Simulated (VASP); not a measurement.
Set up this calculation in VASP 6.6.1, as the native input.

```yaml
Task: single point
Functional: PBE
Potentials_or_basis: VASP PAW PBE potentials, release 64 (In_d)
Cutoff: 520 eV
k_mesh: 11 × 11 × 11
Occupations: gaussian, width 0.023 eV
Spin: no spin polarisation
Dipole_correction: no
Further_INCAR_settings: ALGO = Normal; EDIFF = 1e-07; NBANDS = 12
```

The structure of In lies in POSCAR:

```
In
1.0
   -1.6254700000      1.6254700000      2.4737000000
    1.6254700000     -1.6254700000      2.4737000000
    1.6254700000      1.6254700000     -2.4737000000
In
1
Direct
    0.0000000000      0.0000000000      0.0000000000
```

One way to write it, as run:

INCAR

```
ALGO = Normal
EDIFF = 1E-7
ENCUT = 520
GGA = PE
ISIF = 2
ISMEAR = 0
LASPH = True
LCHARG = True
LELF = True
LREAL = False
LVHAR = True
LWAVE = False
NBANDS = 12
NELM = 100
PREC = Accurate
SIGMA = 0.023
```

KPOINTS

```
k-points
0
Gamma
  11 11 11
```

Potentials or basis: VASP PAW PBE potentials, release 64 (In_d).

Launch:

```sh
$ cat potpaw_PBE.64/In_d/POTCAR > POTCAR
$ mpirun -np 1 vasp_std > vasp.out
```

It gave:

* Pressure: 2.0 GPa

Run time: 22 s on 1 thread of AMD EPYC 9R45 96-Core Processor (Zen 5), with other jobs on the host, peak memory 0.15 GiB.
